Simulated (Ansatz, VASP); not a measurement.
# V in VASP and in Ansatz

Contents of INCAR:

```
SYSTEM = V
PREC     = Accurate       ! precision mode
ENCUT    = 520            ! plane-wave cutoff, eV
EDIFF    = 1E-6           ! SCF threshold, eV
ISMEAR   = -1             ! smearing method
SIGMA    = 0.1            ! smearing width, eV
LREAL    = .False.        ! projectors in reciprocal space
LASPH    = .True.         ! aspherical terms in the spheres
NELM     = 80             ! most SCF steps
ALGO     = Normal         ! electronic algorithm
ISIF     = 2              ! what is computed and relaxed
LWAVE    = .False.        ! write WAVECAR
LCHARG   = .False.        ! write CHGCAR
GGA      = B5             ! functional
ALDAX    = 1.0          
AGGAX    = 1.0          
AGGAC    = 1.0          
ALDAC    = 0.0          
NBANDS   = 20             ! bands
```

File KPOINTS:

```
regular mesh
0
Gamma
  15 15 8
  0 0 0
```

The input POSCAR:

```
V
1.0
    2.6244394618      0.0000000000      0.0000000000
   -1.3122197309      2.2728312446      0.0000000000
    0.0000000000      0.0000000000      4.7901729279
V
2
Direct
    0.3333333333      0.6666666667      0.2500000000
    0.6666666667      0.3333333333      0.7500000000
```

Input for Ansatz:

```yaml
crystal:
  lattice:
    - [2.6244394618, 0.0, 0.0]
    - [-1.3122197309, 2.2728312446, 0.0]
    - [0.0, 0.0, 4.7901729279]
  atoms:
    - { symbol: V, position: [0.3333333333, 0.6666666667, 0.25] }
    - { symbol: V, position: [0.6666666667, 0.3333333333, 0.75] }
hamiltonian:
  xc: blyp
  pseudopotentials:
    kind: paw
    azcp:
      V: "pseudopotentials/V.paw.azcp"
basis:
  ecutwfc: 420
  fft_grid_basis: typed
kpoints:
  mp_grid: { grid: [15, 15, 8], shift: [0, 0, 0] }
magnetization:
  spin_polarized: false
scf:
  occupations: { method: fermi_dirac, width: 0.1 }
  lower_state_search: "off"
output:
  stress: true
  write_density: true
  write_potential: true
  elf: true
  volumetric_format: npy
```

Alike in both runs: task single point; functional BLYP; k mesh 15 × 15 × 8; occupations fermi-dirac, width 0.1 eV; no spin polarisation.

|  | VASP | Ansatz |
| --- | --- | --- |
| version | VASP 6.6.1 | Ansatz 0.2.0 |
| potentials or method | VASP PAW PBE potentials, release 64 (V_sv), cutoff 520 eV | plane waves (420 eV) with PAW, scalar-relativistic |
| valence electrons in the cell | 26 | 26 |

Ansatz gave:

* pressure (GPa): 0.0

**Question.** Estimate VASP's values.

**Answer.** Pressure (GPa): 0.3.

VASP's potentials were made for PBE, not for BLYP.
